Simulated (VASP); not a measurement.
Wanted: the native input for a VASP 6.6.1 run.

- Task: relaxation of the atoms
- Functional: PBE
- Potentials or basis: VASP PAW PBE potentials, release 64 (Rh_pv)
- Cutoff: 450 eV
- k mesh: 13 × 13 × 1
- Occupations: fermi-dirac, width 0.05 eV
- Spin: no spin polarisation
- Dipole correction: yes
- Further INCAR settings: ALGO = Normal; EDIFF = 1e-07; NELMDL = -8; IBRION = 2; EDIFFG = -0.01; NSW = 32

The structure of Rh lies in POSCAR:

```
Rh
1.0
    2.7085099833      0.0000000000      0.0000000000
    0.0000000000      2.7085099833      0.0000000000
    0.0000000000      0.0000000000     19.8304000000
Rh
3
Direct
    0.0000000000      0.0000000000      0.4072414054
    0.5000000000      0.5000000000      0.4999999980
    0.0000000000      0.0000000000      0.5927585965
```

These files were run (other wordings do the same):

INCAR

```
SYSTEM = Rh
PREC = Accurate
ENCUT = 450
EDIFF = 1E-7
ISMEAR = -1
SIGMA = 0.05
LREAL = .False.
LASPH = .True.
NELM = 120
ALGO = Normal
ISIF = 2
LWAVE = .False.
LCHARG = .False.
LDIPOL = .True.
IDIPOL = 3
DIPOL = 0.5 0.5 0.500
GGA = PE
IBRION = 2
NSW = 32
EDIFFG = -0.01
GGA_COMPAT = .False.
NELMIN = 4
NELMDL = -8
```

KPOINTS

```
regular mesh
0
Gamma
  13 13 1
  0 0 0
```

Potentials or basis: VASP PAW PBE potentials, release 64 (Rh_pv).

Command:

```console
$ cat potpaw_PBE.64/Rh_pv/POTCAR > POTCAR
$ mpirun -np 1 vasp_std > vasp.out
```

Results of the run:

* Largest force after relaxing: 0.005 eV/Å
* Band gap on the k mesh: zero (an odd number of electrons rules out a gap without spin polarisation)

Caveat: the relaxation stopped at its first step, so nothing moved.

Run time: 110 s on 1 thread of AMD EPYC 7R13 Processor (Zen 3), on a shared host, peak memory 0.22 GiB.
